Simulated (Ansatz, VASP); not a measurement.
## One calculation of Al, two programs

```
CELL_PARAMETERS angstrom
0.00000 1.99669 1.99669
1.99669 0.00000 1.99669
1.99669 1.99669 0.00000
ATOMIC_POSITIONS crystal
Al 0.00000 0.00000 0.00000
```

Alike in both runs: task single point; functional r2SCAN; k mesh 14 × 14 × 14; occupations gaussian, width 0.03 eV; no spin polarisation.

|  | VASP | Ansatz |
| --- | --- | --- |
| version | VASP 6.6.1 | Ansatz 0.2.0 |
| potentials or method | VASP PAW PBE potentials, release 64 (Al), cutoff 520 eV | plane waves (500 eV) with PAW, scalar-relativistic |
| valence electrons in the cell | 3 | 3 |

Ansatz gave:

| Quantity | Value |
| --- | --- |
| pressure (GPa) | -0.4 |

Problem. Estimate VASP's values.

Solution. Pressure (GPa): -0.7.

VASP's potentials were made for PBE, not for r2SCAN.
